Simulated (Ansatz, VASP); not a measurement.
One calculation of HfSi2B2, two programs

INCAR

```
  PREC = Accurate
  ENCUT = 600
  EDIFF = 1E-7
  ISMEAR = 0
  SIGMA = 0.1
  LREAL = F
  LASPH = T
  NELM = 80
  ALGO = Normal
  ISIF = 3
  LWAVE = F
  LCHARG = F
  GGA = PE
  IBRION = 2
  NSW = 100
  EDIFFG = -0.01
```

Contents of KPOINTS:

```
Automatic mesh
0
Gamma
  12 12 6
```

The input POSCAR:

```
HfSi2B2
1.0
    3.9317869676      0.0000000000      0.0000000000
   -1.9658934838      3.4050273963      0.0000000000
    0.0000000000      0.0000000000      7.6031881492
Hf Si B
1 2 2
Direct
    0.0000000000      0.0000000000      0.0000000000
    0.0000000000      0.0000000000      0.6456748968
    0.0000000000      0.0000000000      0.3543251032
    0.3333333333      0.6666666667      0.0000000000
    0.6666666667      0.3333333333      0.0000000000
```

Input for Ansatz:

```yaml
crystal:
  lattice:
    - [3.9317869676, 0.0, 0.0]
    - [-1.9658934838, 3.4050273963, 0.0]
    - [0.0, 0.0, 7.6031881492]
  atoms:
    - { symbol: Hf, position: [0.0, 0.0, 0.0] }
    - { symbol: Si, position: [0.0, 0.0, 0.6456748968] }
    - { symbol: Si, position: [0.0, 0.0, 0.3543251032] }
    - { symbol: B, position: [0.3333333333, 0.6666666667, 0.0] }
    - { symbol: B, position: [0.6666666667, 0.3333333333, 0.0] }
basis:
  ecutwfc: 420
kpoints:
  mp_grid: { grid: [12, 12, 6] }
hamiltonian:
  xc: pbe
scf:
  occupations: { method: gaussian, width: 0.1 }
output:
  forces: true
  stress: true
  eigenvalues: true
relax:
  adjacent_minimum: "off"
  f_tol: 0.01
  max_steps: 80
  cell: { stress_tol: 0.05 }
```

Alike in both runs: task relaxation of cell and atoms; functional PBE; k mesh 12 × 12 × 6; occupations gaussian, width 0.1 eV; no spin polarisation.

```csv
,VASP,Ansatz
version,VASP 6.6.1,Ansatz 0.2.0
potentials or method,"VASP PAW PBE potentials, release 64 (Hf_pv, Si, B), cutoff 600 eV","scalar-relativistic, plane waves, PAW"
valence electrons in the cell,24,40
```

|  | VASP | Ansatz | Ansatz less VASP |
| --- | --- | --- | --- |
| gap on the k mesh at the Fermi level, each at its own relaxed structure (eV) | none | none | - |
| relaxed volume (Å³/atom) | 20.32 | 20.21 | -0.108 |
| relaxed cell length with the largest relative difference (Å) | 3.924 | 3.915 | -0.0096 |

A gap of «none» marks a metal or a gap that the smearing closes. VASP's potentials hold 24 valence electrons a cell and Ansatz's 40, so a difference there can come from the potentials and not from the codes.

Neither program's run includes spin-orbit coupling.
